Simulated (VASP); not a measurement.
BN:

```
B N
1.0
     2.31480    0.00000    0.00000
     0.00000    2.31480    0.00000
     0.00000    0.00000    2.31480
B N
1 1
Direct
  0.00000 0.00000 0.00000
  0.50000 0.50000 0.50000
```

Base run:

```yaml
Program: VASP 6.6.1
Functional: r2SCAN
Potentials_or_basis: VASP PAW PBE potentials, release 64 (B, N)
Cutoff: 520 eV
k_mesh: 8 × 8 × 8
Occupations: fermi-dirac, width 0.02 eV
Spin: no spin polarisation
```

Its results: band gap on the k mesh zero (band 4 reaches 10.08 eV, above the bottom of band 5 at 7.17 eV); pressure -0.8 GPa.

Task: The run is repeated on the same cell with these changes: dispersion from none to rVV10. What comes out?

Result: Band gap on the k mesh zero (band 4 reaches 10.08 eV, above the bottom of band 5 at 7.17 eV); pressure -1.6 GPa.

Dispersion adds attraction, which lowers the pressure at fixed volume.

Caveats: the PAW data sets were made with another functional, which shifts forces and pressure a little.
